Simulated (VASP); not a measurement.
# BaS (Fm-3m) in VASP: G0W0 quasiparticle levels with PBEsol

Aim: the G0W0 quasiparticle levels of BaS with PBEsol.

All numbers are computed with VASP 6.6.1; they aren't measurements. Logs are shortened: lines on timing, memory, paths and dates and some standing lists are left out, and cuts for length are marked.

## Step 1: The cell of the first run

Symmetry: Fm-3m, No. 225, cubic system. The conventional cell has a = 6.388 Å, b = 6.388 Å, c = 6.388 Å, α = 90.00°, β = 90.00°, γ = 90.00°. Within 4.2 Å of Ba (site symmetry m-3m) lie 6 S at 3.19 Å. S (site symmetry m-3m) has 6 Ba at 3.19 Å within 4.2 Å.

## Step 2: G0W0 quasiparticle levels, PBEsol

File POSCAR:

```
BaS
1.0
    0.0000000000      3.1937500000      3.1937500000
    3.1937500000      0.0000000000      3.1937500000
    3.1937500000      3.1937500000      0.0000000000
Ba S
1 1
Direct
    0.0000000000      0.0000000000      0.0000000000
    0.5000000000      0.5000000000      0.5000000000
```

File INCAR.step1:

```
  PREC = Accurate
  ENCUT = 500
  EDIFF = 1E-8
  ISMEAR = 0
  SIGMA = 0.01
  LREAL = F
  LASPH = T
  NELM = 60
  ALGO = Normal
  LWAVE = T
  LCHARG = F
  GGA = PS
```

File INCAR.step2:

```
  PREC = Accurate
  ENCUT = 500
  EDIFF = 1E-8
  ISMEAR = 0
  SIGMA = 0.01
  LREAL = F
  LASPH = T
  NELM = 1
  ALGO = Exact
  LWAVE = T
  LCHARG = F
  GGA = PS
  NBANDS = 108
  LOPTICS = T
  ISTART = 1
```

File INCAR.step3:

```
  PREC = Accurate
  ENCUT = 500
  EDIFF = 1E-8
  ISMEAR = 0
  SIGMA = 0.01
  LREAL = F
  LASPH = T
  ALGO = EVGW0
  LWAVE = F
  LCHARG = F
  GGA = PS
  NELMGW = 1
  NBANDS = 108
  ENCUTGW = 120.0
  NOMEGA = 96
  PRECFOCK = Fast
  ISTART = 1
  NBANDSGW = 16
  OMEGAMAX = 30
```

File KPOINTS:

```
Automatic mesh
0
Gamma
  3 3 3
```

Potentials or basis: VASP PAW PBE potentials, release 64 (Ba_sv_GW, S_GW).

Started as:

```sh
> cat potpaw_PBE.64/Ba_sv_GW/POTCAR potpaw_PBE.64/S_GW/POTCAR > POTCAR
> cp INCAR.step1 INCAR
> mpirun -np 1 vasp_std > vasp.out
> cp INCAR.step2 INCAR
> mpirun -np 1 vasp_std > vasp.out
> cp INCAR.step3 INCAR
> mpirun -np 1 vasp_std > vasp.out
```

OUTCAR:

```text
PREC = Accurate
   ENCUT = 500
   EDIFF = 1E-8
   ISMEAR = 0
   LREAL = F
   LASPH = T
   GGA = PS
   NELMGW = 1
   ENCUTGW = 120.0
   PRECFOCK = Fast
   ISTART = 1

 ion  position               nearest neighbor table
   1  0.000  0.000  0.000-
   2  0.500  0.500  0.500-

  LATTYP: Found a face centered cubic cell.
 ALAT       =     6.3875000000

  Lattice vectors:

 A1 = (   0.0000000000,   3.1937500000,   3.1937500000)
 A2 = (   3.1937500000,   0.0000000000,   3.1937500000)
 A3 = (   3.1937500000,   3.1937500000,   0.0000000000)

Analysis of symmetry for initial positions (statically):
=====================================================================
 Subroutine PRICEL returns:
 Original cell was already a primitive cell.

 Routine SETGRP: Setting up the symmetry group for a
 face centered cubic supercell.

 Subroutine GETGRP returns: Found 48 space group operations
 (whereof 48 operations were pure point group operations)
 out of a pool of 48 trial point group operations.

The static configuration has the point symmetry O_h .

Analysis of symmetry for dynamics (positions and initial velocities):
=====================================================================
 Subroutine PRICEL returns:
 Original cell was already a primitive cell.

 Routine SETGRP: Setting up the symmetry group for a
 face centered cubic supercell.

 Subroutine GETGRP returns: Found 48 space group operations
 (whereof 48 operations were pure point group operations)
 out of a pool of 48 trial point group operations.

The dynamic configuration has the point symmetry O_h .

 Subroutine INISYM returns: Found 48 space group operations
 (whereof 48 operations are pure point group operations),
 and found     1 'primitive' translations

----------------------------------------------------------------------------------------

                                     Primitive cell

  volume of cell :      65.1527

  direct lattice vectors                    reciprocal lattice vectors
     0.000000000  3.193750000  3.193750000    -0.156555773  0.156555773  0.156555773
     3.193750000  0.000000000  3.193750000     0.156555773 -0.156555773  0.156555773
     3.193750000  3.193750000  0.000000000     0.156555773  0.156555773 -0.156555773

  length of vectors
     4.516644565  4.516644565  4.516644565     0.271162553  0.271162553  0.271162553

  position of ions in fractional coordinates (direct lattice)
     0.000000000  0.000000000  0.000000000
     0.500000000  0.500000000  0.500000000

  ion indices of the primitive-cell ions
   primitive index   ion index
                 1           1
                 2           2

----------------------------------------------------------------------------------------

 KPOINTS: Automatic mesh

Automatic generation of k-mesh.
 Grid dimensions read from file:
 generate k-points for:    3    3    3

 Generating k-lattice:

  Cartesian coordinates                     Fractional coordinates (reciprocal lattice)
    -0.052185258  0.052185258  0.052185258     0.333333333  0.000000000  0.000000000
     0.052185258 -0.052185258  0.052185258     0.000000000  0.333333333  0.000000000
     0.052185258  0.052185258 -0.052185258     0.000000000  0.000000000  0.333333333

  Length of vectors
     0.090387518  0.090387518  0.090387518

  Shift w.r.t. Gamma in fractional coordinates (k-lattice)
     0.000000000  0.000000000  0.000000000

 Subroutine IBZKPT returns following result:
 ===========================================

 Found      4 irreducible k-points:

 Following reciprocal coordinates:
            Coordinates               Weight
  0.000000  0.000000  0.000000      1.000000
  0.333333  0.000000  0.000000      8.000000
  0.333333  0.333333  0.000000      6.000000
 -0.333333  0.333333  0.000000     12.000000
   k-points           NKPTS =      4   k-points in BZ     NKDIM =     27   number of bands    NBANDS=    108
   number of dos      NEDOS =    301   number of ions     NIONS =      2
   total plane-waves  NPLWV =  46656
   dimension x,y,z NGX =    36 NGY =   36 NGZ =   36
   dimension x,y,z NGXF=    72 NGYF=   72 NGZF=   72
   ions per type =               1   1
   NGX,Y,Z   is equivalent  to a cutoff of  13.25, 13.25, 13.25 a.u.
   NGXF,Y,Z  is equivalent  to a cutoff of  26.50, 26.50, 26.50 a.u.
 SYSTEM =  unknown system
   PREC   = accura    normal or accurate (medium, high low for compatibility)
   ISTART =      1    job   : 0-new  1-cont  2-samecut
   ICHARG =      0    charge: 1-file 2-atom 10-const
   ISPIN  =      1    spin polarized calculation?
   LNONCOLLINEAR =      F non collinear calculations
   LSORBIT =      F    spin-orbit coupling
   LASPH  =      T    aspherical Exc in radial PAW
   ENCUT  =  500.0 eV  36.75 Ry    6.06 a.u.   8.23  8.23  8.23*2*pi/ulx,y,z
   NELM   =     60;   NELMIN=  2; NELMDL=  0     # of ELM steps
   EDIFF  = 0.1E-07   stopping-criterion for ELM
   LREAL  =      F    real-space projection
   EDIFFG = 0.1E-06   stopping-criterion for IOM
   NSW    =      0    number of steps for IOM
   IBRION =     -1    ionic relax: 0-MD 1-quasi-New 2-CG
   NFREE  =      0    steps in history (QN), initial steepest desc. (CG)
   ISIF   =      0    stress and relaxation
   ISYM   =      3    0-nonsym 1-usesym 2-fastsym
   POTIM  = 0.5000    time-step for ionic-motion
   TEBEG  =    0.0;   TEEND  =   0.0 temperature during run
   PSTRESS=    0.0 pullay stress
   NELECT =      16.0000    total number of electrons
   NUPDOWN=      -1.0000    fix difference up-down
   EMIN   =  10.00;   EMAX   =-10.00  energy-range for DOS
   EFERMI =   0.00;   METHOD = LEGACY
   ISMEAR =     0;   SIGMA  =   0.01  broadening in eV -4-tet -1-fermi 0-gaus
   EFERMI_NEDOS =   21; number of points for ismear=-14 and -15
   IALGO  =     38    algorithm
   IMIX   =      4    mixing-type and parameters
     AMIX     =   0.40;   BMIX     =  1.00
     AMIX_MAG =   1.60;   BMIX_MAG =  1.00
  volume/ion in A,a.u.               =      32.58       219.84
  Fermi-wavevector in a.u.,A,eV,Ry     =   1.025189  1.937326 14.299891  1.051012
  Thomas-Fermi vector in A             =   2.159016
   LORBIT       =      0    0 simple, 1 ext, 2 COOP (PROOUT), +10 PAW based schemes
   GGA     = PS    functional components
   LHFCALC =     T    Hartree Fock is set to
   PRECFOCK=fast      Normal, Fast or Accurate (Low or Medium for compatibility)
   ENCUT4O =  -1.0   cutoff for four orbital integrals eV
   NKREDX  =     1    reduce k-point grid by
   NKREDY  =     1    reduce k-point grid by
   NKREDZ  =     1    reduce k-point grid by
   AEXX    =    1.0000 exact exchange contribution
   HFSCREEN=    0.0000 screening length (either q_TF or 0.3 A-1)
   HFSCREENC=   0.0000 screening length for correlation (either q_TF or 0.3 A-1)
   ENCUTFOCK=  -1.0 apply spherical cutoff to Coloumb kernel
   IVDW    =     0    specifies the selected vdW correction
   LEPSILON=     F    determine dielectric tensor
   LRPA    =     F    only Hartree local field effects (RPA)
   LRPAFORCE           =     F    calculate RPA forces
   ENCUTGW             = 120.0    cutoff for response function in eV
   ENCUTGWSOFT         =  96.0    soft cutoff for Coulomb kernel in GW response function in eV
   ENCUTLF             =  -1.0    cutoff for local field effects
   NELMGW              =     1    number of iterations in solving QP/BSE equation
   NELMHF              =     1    number of iterations in the inner HF iteration
   NKREDLFX            =     1    NKREDLFY  =   1   NKREDLFZ  =   1
 non-spin polarized calculation
 Gauss-broadening in eV      SIGMA  =   0.01
  energy-cutoff  :      500.00
  volume of cell :       65.15
 maximum number of plane-waves:      1668
 NGX is ok and might be reduce to    36
  NGX = 18; NGY = 18; NGZ = 18
   NGX = 17   NGY = 17   NGZ = 17
 maximum number of plane-waves:       202
 NGX is ok and might be reduce to    18

 QP shifts <psi_nk| G(iteration)W_0 |psi_nk>: iteration 1
 for sc-GW calculations column KS-energies equals QP-energies in previous step
 and V_xc(KS)=  KS-energies - (<T + V_ion + V_H > + <T+V_H+V_ion>^1  + <V_x>^1)

 k-point   1 :       0.0000    0.0000    0.0000
  band No.  KS-energies  QP-energies   sigma(KS)   V_xc(KS)     V^pw_x(r,r')   Z            occupation Imag(sigma)

      1     -23.0040     -23.4801     -16.0110     -15.2174     -24.3859       0.5998       2.0000       1.1254
      2      -8.0537      -9.2164     -15.5379     -13.9995     -19.0222       0.7558       2.0000       0.2202
      3      -8.0537      -9.2164     -15.5379     -13.9995     -19.0222       0.7558       2.0000       0.2202
      4      -8.0537      -9.2164     -15.5379     -13.9995     -19.0222       0.7558       2.0000       0.2202
      5      -7.3442      -7.9595     -14.1844     -13.2700     -20.9651       0.6730       2.0000       1.0789
      6       2.9329       2.2326     -13.5398     -12.6002     -15.7004       0.7453       2.0000       0.0942
[... 8 lines left out ...]
     15      10.2492      11.7540      -6.7744      -8.7490      -1.7860       0.7621       0.0000      -0.2312
     16      12.9387      17.5332      -8.5565     -14.8865      -2.1998       0.7258       0.0000      -0.1835

 k-point   2 :       0.3333    0.0000    0.0000
  band No.  KS-energies  QP-energies   sigma(KS)   V_xc(KS)     V^pw_x(r,r')   Z            occupation Imag(sigma)

      1     -22.9698     -23.4335     -16.0244     -15.2538     -24.4007       0.6018       2.0000       1.1075
      2      -9.0392      -9.9684     -14.5450     -13.1823     -19.5255       0.6819       2.0000       0.5341
      3      -8.0836      -9.2442     -15.4969     -13.9626     -18.9697       0.7565       2.0000       0.2154
      4      -8.0836      -9.2442     -15.4969     -13.9626     -18.9697       0.7565       2.0000       0.2154
      5      -6.2891      -7.0081     -15.1775     -14.1569     -20.4645       0.7045       2.0000       0.6876
      6       1.3767       0.5923     -12.0099     -10.9355     -14.3097       0.7301       2.0000       0.1248
[... 8 lines left out ...]
     15      11.9639      14.9562      -8.5606     -12.5888      -2.9997       0.7428       0.0000      -0.1953
     16      11.9639      14.9562      -8.5606     -12.5888      -2.9997       0.7428       0.0000      -0.1953

 k-point   3 :       0.3333    0.3333    0.0000
  band No.  KS-energies  QP-energies   sigma(KS)   V_xc(KS)     V^pw_x(r,r')   Z            occupation Imag(sigma)

      1     -22.9594     -23.4262     -16.0346     -15.2647     -24.4057       0.6063       2.0000       1.1131
      2      -8.6970      -9.7461     -14.8093     -13.3482     -19.2394       0.7180       2.0000       0.4473
      3      -8.2028      -9.3730     -15.4017     -13.8399     -18.9404       0.7493       2.0000       0.2447
      4      -8.2028      -9.3730     -15.4017     -13.8399     -18.9404       0.7493       2.0000       0.2447
      5      -6.8606      -7.5469     -14.7343     -13.7410     -20.6485       0.6909       2.0000       0.8515
      6       1.8479       1.0699     -12.7456     -11.6875     -15.0953       0.7354       2.0000       0.1140
[... 8 lines left out ...]
     15      12.2059      15.2952      -8.5480     -12.7019      -2.9523       0.7437       0.0000      -0.2014
     16      12.2059      15.2952      -8.5480     -12.7019      -2.9523       0.7437       0.0000      -0.2014

 k-point   4 :      -0.3333    0.3333    0.0000
  band No.  KS-energies  QP-energies   sigma(KS)   V_xc(KS)     V^pw_x(r,r')   Z            occupation Imag(sigma)

      1     -22.9478     -23.4117     -16.0390     -15.2772     -24.4108       0.6090       2.0000       1.1074
      2      -8.8544      -9.8320     -14.6932     -13.2938     -19.4442       0.6986       2.0000       0.4982
      3      -8.4141      -9.6110     -15.1892     -13.5935     -18.8079       0.7501       2.0000       0.2830
      4      -8.1599      -9.3283     -15.4283     -13.8799     -18.9327       0.7546       2.0000       0.2308
      5      -6.5365      -7.2424     -14.9993     -13.9896     -20.5431       0.6992       2.0000       0.7534
      6       1.6897       0.9141     -12.4203     -11.3642     -14.7176       0.7343       2.0000       0.1164
[... 8 lines left out ...]
     15      12.1705      14.7727      -8.7352     -12.2361      -3.3314       0.7433       0.0000      -0.2212
     16      12.3623      15.8680      -8.6840     -13.4517      -2.8538       0.7353       0.0000      -0.1961
```

It took 83 s on 1 thread of Intel Xeon Platinum 8559C (Emerald Rapids), shared host; peak memory 0.5 GiB.

What came out:

```
Quasiparticle gap                                   : 3.63 eV
Least direct quasiparticle gap                      : 3.79 eV
Band gap of the starting levels on the mesh         : 2.37 eV
Least direct gap of the starting levels on the mesh : 2.52 eV
```

Caveat: the k points lie up to 0.57 Å⁻¹ apart; bands, screening cutoff and mesh are small and nothing is extrapolated, so the quasiparticle values aren't converged; spin-orbit coupling is left out, which moves the levels of the heavy elements.
